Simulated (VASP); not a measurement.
# I (P6/mmm) in VASP: single point with PBEsol

Aim: the single point of I with PBEsol.

All numbers are computed with VASP 6.6.1; they aren't measurements. Logs are shortened: lines on timing, memory, paths and dates and some standing lists are left out, and cuts for length are marked.

### 1 The cell of the first run

It takes space group P6/mmm (No. 191, hexagonal). The conventional cell has a = 6.817 Å, b = 6.817 Å, c = 2.915 Å, α = 90.00°, β = 90.00°, γ = 120.00°. I (site symmetry 6/mmm) has 2 I at 2.92 Å within 3.8 Å. I (site symmetry -6m2) has 5 I at 2.92 to 3.94 Å within 4.0 Å.

### 2 Single point, PBEsol

The input, INCAR:

```
SYSTEM = I
  PREC = Accurate
  ENCUT = 520
  EDIFF = 1E-6
  ISMEAR = 0
  SIGMA = 0.1
  LREAL = .False.
  LASPH = .True.
  NELM = 60
  ALGO = Fast
  ISIF = 2
  LWAVE = .False.
  LCHARG = .False.
  GGA = PS
  NBANDS = 18
```

The input, KPOINTS:

```
Automatic mesh
0
Gamma
  9 9 16
  0 0 0
```

The input, POSCAR:

```
I
1.0
    6.8168196776      0.0000000000      0.0000000000
   -3.4084098388      5.9035390138      0.0000000000
    0.0000000000      0.0000000000      2.9151653689
I
3
Direct
    0.0000000000      0.0000000000      0.0000000000
    0.3333333333      0.6666666667      0.5000000000
    0.6666666667      0.3333333333      0.5000000000
```

Potentials or basis: VASP PAW PBE potentials, release 64 (I).

Command:

```sh
cat potpaw_PBE.64/I/POTCAR > POTCAR
mpirun -np 1 vasp_std > vasp.out
```

OUTCAR:

```text
SYSTEM = I
   PREC = Accurate
   ENCUT = 520
   EDIFF = 1E-6
   ISMEAR = 0
   LREAL = .False.
   LASPH = .True.
   NELM = 60
   ISIF = 2
   GGA = PS

 ion  position               nearest neighbor table
   1  0.000  0.000  0.000-
   2  0.333  0.667  0.500-
   3  0.667  0.333  0.500-

  LATTYP: Found a hexagonal cell.
 ALAT       =     6.8168196776
 C/A-ratio  =     0.4276430222

  Lattice vectors:

 A1 = (   6.8168196776,   0.0000000000,   0.0000000000)
 A2 = (  -3.4084098388,   5.9035390138,   0.0000000000)
 A3 = (   0.0000000000,   0.0000000000,   2.9151653689)

Analysis of symmetry for initial positions (statically):
=====================================================================
 Subroutine PRICEL returns:
 Original cell was already a primitive cell.

 Routine SETGRP: Setting up the symmetry group for a
 hexagonal supercell.

 Subroutine GETGRP returns: Found 24 space group operations
 (whereof 24 operations were pure point group operations)
 out of a pool of 24 trial point group operations.

The static configuration has the point symmetry D_6h.

Analysis of symmetry for dynamics (positions and initial velocities):
=====================================================================
 Subroutine PRICEL returns:
 Original cell was already a primitive cell.

 Routine SETGRP: Setting up the symmetry group for a
 hexagonal supercell.

 Subroutine GETGRP returns: Found 24 space group operations
 (whereof 24 operations were pure point group operations)
 out of a pool of 24 trial point group operations.

The dynamic configuration has the point symmetry D_6h.

 Subroutine INISYM returns: Found 24 space group operations
 (whereof 24 operations are pure point group operations),
 and found     1 'primitive' translations

----------------------------------------------------------------------------------------

                                     Primitive cell

  volume of cell :     117.3161

  direct lattice vectors                    reciprocal lattice vectors
     6.816819678  0.000000000  0.000000000     0.146695974  0.084694960  0.000000000
    -3.408409839  5.903539014  0.000000000     0.000000000  0.169389920  0.000000000
     0.000000000  0.000000000  2.915165369     0.000000000  0.000000000  0.343033713

  length of vectors
     6.816819678  6.816819678  2.915165369     0.169389920  0.169389920  0.343033713

  position of ions in fractional coordinates (direct lattice)
     0.000000000  0.000000000  0.000000000
     0.333333333  0.666666667  0.500000000
     0.666666667  0.333333333  0.500000000

  ion indices of the primitive-cell ions
   primitive index   ion index
                 1           1
                 2           2
                 3           3

----------------------------------------------------------------------------------------

 KPOINTS: Automatic mesh

Automatic generation of k-mesh.
 Grid dimensions read from file:
 generate k-points for:    9    9   16

 Generating k-lattice:

  Cartesian coordinates                     Fractional coordinates (reciprocal lattice)
     0.016299553  0.009410551  0.000000000     0.111111111  0.000000000  0.000000000
     0.000000000  0.018821102  0.000000000     0.000000000  0.111111111  0.000000000
     0.000000000  0.000000000  0.021439607     0.000000000  0.000000000  0.062500000

  Length of vectors
     0.018821102  0.018821102  0.021439607

  Shift w.r.t. Gamma in fractional coordinates (k-lattice)
     0.000000000  0.000000000  0.000000000

 Subroutine IBZKPT returns following result:
 ===========================================

 Found    108 irreducible k-points:

 Following reciprocal coordinates:
            Coordinates               Weight
  0.000000  0.000000  0.000000      1.000000
  0.111111 -0.000000  0.000000      6.000000
  0.222222 -0.000000  0.000000      6.000000
  0.333333 -0.000000  0.000000      6.000000
  0.444444 -0.000000  0.000000      6.000000
  0.111111  0.111111  0.000000      6.000000
[... 16 lines left out ...]
  0.333333  0.222222  0.062500     24.000000
  0.333333  0.333333  0.062500      4.000000
 [... further k-points ...]
   k-points           NKPTS =    108   k-points in BZ     NKDIM =    108   number of bands    NBANDS=     18
   number of dos      NEDOS =    301   number of ions     NIONS =      3
   total plane-waves  NPLWV =  69984
   dimension x,y,z NGX =    54 NGY =   54 NGZ =   24
   dimension x,y,z NGXF=   108 NGYF=  108 NGZF=   48
   ions per type =               3
   NGX,Y,Z   is equivalent  to a cutoff of  13.17, 13.17, 13.69 a.u.
   NGXF,Y,Z  is equivalent  to a cutoff of  26.34, 26.34, 27.37 a.u.
 SYSTEM =  I
   PREC   = accura    normal or accurate (medium, high low for compatibility)
   ISTART =      0    job   : 0-new  1-cont  2-samecut
   ICHARG =      2    charge: 1-file 2-atom 10-const
   ISPIN  =      1    spin polarized calculation?
   LNONCOLLINEAR =      F non collinear calculations
   LSORBIT =      F    spin-orbit coupling
   LASPH  =      T    aspherical Exc in radial PAW
   ENCUT  =  520.0 eV  38.22 Ry    6.18 a.u.  12.67 12.67  5.42*2*pi/ulx,y,z
   NELM   =     60;   NELMIN=  2; NELMDL= -5     # of ELM steps
   EDIFF  = 0.1E-05   stopping-criterion for ELM
   LREAL  =      F    real-space projection
   EDIFFG = 0.1E-04   stopping-criterion for IOM
   NSW    =      0    number of steps for IOM
   IBRION =     -1    ionic relax: 0-MD 1-quasi-New 2-CG
   NFREE  =      0    steps in history (QN), initial steepest desc. (CG)
   ISIF   =      2    stress and relaxation
   ISYM   =      2    0-nonsym 1-usesym 2-fastsym
   POTIM  = 0.5000    time-step for ionic-motion
   TEBEG  =    0.0;   TEEND  =   0.0 temperature during run
   PSTRESS=    0.0 pullay stress
   NELECT =      21.0000    total number of electrons
   NUPDOWN=      -1.0000    fix difference up-down
   EMIN   =  10.00;   EMAX   =-10.00  energy-range for DOS
   EFERMI =   0.00;   METHOD = LEGACY
   ISMEAR =     0;   SIGMA  =   0.10  broadening in eV -4-tet -1-fermi 0-gaus
   EFERMI_NEDOS =   21; number of points for ismear=-14 and -15
   IALGO  =     68    algorithm
   IMIX   =      4    mixing-type and parameters
     AMIX     =   0.40;   BMIX     =  1.00
     AMIX_MAG =   1.60;   BMIX_MAG =  1.00
  volume/ion in A,a.u.               =      39.11       263.90
  Fermi-wavevector in a.u.,A,eV,Ry     =   0.922633  1.743523 11.581971  0.851251
  Thomas-Fermi vector in A             =   2.048181
   LORBIT       =      0    0 simple, 1 ext, 2 COOP (PROOUT), +10 PAW based schemes
   GGA     = PS    functional components
   LHFCALC =     F    Hartree Fock is set to
   AEXX    =    0.0000 exact exchange contribution
   IVDW    =     0    specifies the selected vdW correction
   LEPSILON=     F    determine dielectric tensor
   LRPA    =     F    only Hartree local field effects (RPA)
 non-spin polarized calculation
 RMM-DIIS sequential band-by-band and
 Gauss-broadening in eV      SIGMA  =   0.10
  energy-cutoff  :      520.00
  volume of cell :      117.32
 maximum number of plane-waves:      3189
 NGX is ok and might be reduce to    54
   NGX = 25   NGY = 25   NGZ = 11

 number of electron      21.0000002 magnetization

 Free energy of the ion-electron system (eV)
  ---------------------------------------------------
  ext. energy  EPLUGINS =         0.00000000
  ---------------------------------------------------
  free energy    TOTEN  =        -4.90888998 eV

  energy without entropy =       -4.89221701  energy(sigma->0) =       -4.90055349

 E-fermi :   3.2200     XC(G=0):  -8.6256

 val. band max:        3.2183040925   @ k =   0.1111  -0.0000   0.3125
 cond. band min:       3.2240925637   @ k =   0.3333   0.2222   0.3750
 fundamental gap:      0.0057884712
 Fermi energy:         3.2199904744

 k-point     1 :       0.0000    0.0000    0.0000
  band No.  band energies     occupation
      1     -10.4760      2.00000
      2      -9.9321      2.00000
      3      -9.7534      2.00000
      4      -0.1621      2.00000
      5      -0.1621      2.00000
      6       0.0166      2.00000
[... 10 lines left out ...]
     17      11.9331      0.00000
     18      11.9339      0.00000

 k-point     2 :       0.1111   -0.0000    0.0000
  band No.  band energies     occupation
      1     -10.4579      2.00000
      2      -9.9444      2.00000
      3      -9.7640      2.00000
      4      -0.3678      2.00000
      5      -0.3164      2.00000
      6       0.2717      2.00000
[... 10 lines left out ...]
     17      11.7775      0.00000
     18      12.1347      0.00000

 k-point     3 :       0.2222   -0.0000    0.0000
  band No.  band energies     occupation
      1     -10.4063      2.00000
      2      -9.9798      2.00000
      3      -9.7927      2.00000
      4      -0.5825      2.00000
      5      -0.3684      2.00000
      6       0.6302      2.00000
[... 10 lines left out ...]
     17      11.7592      0.00000
     18      12.1889      0.00000

 k-point     4 :       0.3333   -0.0000    0.0000
  band No.  band energies     occupation
      1     -10.3292      2.00000
      2     -10.0362      2.00000
      3      -9.8277      2.00000
      4      -0.7320      2.00000
      5      -0.2431      2.00000
      6       1.0035      2.00000
[... 375 lines left out ...]
      4      -0.4525      2.00000
      5      -0.3939      2.00000
      6       0.7784      2.00000
[... 10 lines left out ...]
     17      12.9639      0.00000
     18      13.1417      0.00000

 k-point    23 :       0.3333    0.2222    0.0625
  band No.  band energies     occupation
      1     -10.1511      2.00000
      2     -10.0498      2.00000
      3      -9.8221      2.00000
      4      -0.4771      2.00000
      5      -0.1415      2.00000
      6       0.2860      2.00000
[... 10 lines left out ...]
     17      12.4784      0.00000
     18      13.5431      0.00000

 k-point    24 :       0.3333    0.3333    0.0625
  band No.  band energies     occupation
      1     -10.0934      2.00000
      2     -10.0934      2.00000
      3      -9.8388      2.00000
      4      -0.2389      2.00000
      5      -0.1033      2.00000
      6      -0.1033      2.00000
[... 10 lines left out ...]
     17      12.8994      0.00000
     18      12.8994      0.00000

 [... further k-points ...]

------------------------ aborting loop because EDIFF is reached ----------------------------------------

  FORCE on cell =-STRESS in cart. coord.  units (eV):
  Direction    XX          YY          ZZ          XY          YZ          ZX
  --------------------------------------------------------------------------------------
  -------------------------------------------------------------------------------------
  Total        0.0357144      0.0357144     -0.0889807      0.0000000      0.0000000      0.0000000
  in kB        0.4877494      0.4877494     -1.2152037      0.0000000      0.0000000      0.0000000
  external PRESSURE =      -0.0799017 kB  Pullay stress =       0.0000000 kB

 VOLUME and BASIS-vectors are now :
 -----------------------------------------------------------------------------
  energy-cutoff  :      520.00
  volume of cell :      117.32
      direct lattice vectors                 reciprocal lattice vectors
     6.816819678  0.000000000  0.000000000     0.146695974  0.084694960  0.000000000
    -3.408409839  5.903539014  0.000000000     0.000000000  0.169389920  0.000000000
     0.000000000  0.000000000  2.915165369     0.000000000  0.000000000  0.343033713

 POSITION                                       TOTAL-FORCE (eV/Angst)
 -----------------------------------------------------------------------------------
      0.00000      0.00000      0.00000         0.000000      0.000000      0.000000
     -0.00000      3.93569      1.45758         0.000000     -0.000000      0.000000
      3.40841      1.96785      1.45758        -0.000000      0.000000      0.000000
 -----------------------------------------------------------------------------------
    total drift:                               -0.000000      0.000000     -0.000000

  FREE ENERGIE OF THE ION-ELECTRON SYSTEM (eV)
  ---------------------------------------------------
  free  energy   TOTEN  =        -4.9088899776 eV

  energy  without entropy=       -4.8922170066  energy(sigma->0) =       -4.90055349
```

Wall time 4.6 min (1 thread of Oxide Virtual Turin-like, shared host); peak memory 0.32 GiB.

What came out:

| Item | Value |
| --- | --- |
| Free energy | -4.9089 eV |
| Pressure | 0.0 GPa |
| Band gap on the k mesh | zero (an odd number of electrons rules out a gap without spin polarisation) |

Levels at points of the mesh, in eV from the Fermi level:
```csv
k point,band 6,band 7,band 8,band 9,band 10,band 11,band 12,band 13,band 14,band 15
"(0.00, 0.00, 0.00)",-3.20,-3.20,-0.95,-0.95,3.36,3.76,3.93,4.71,8.42,8.42
"(0.00, 0.00, 0.50)",-5.20,-1.13,-1.13,-0.32,-0.32,0.01,0.01,5.02,5.02,6.44
```

Caveat: the PAW data sets were made with another functional, which shifts forces and pressure a little; spin-orbit coupling is left out, which moves the levels of the heavy elements; an odd number of electrons without spin polarisation forces a metal; a magnetic or distorted state may lie lower.
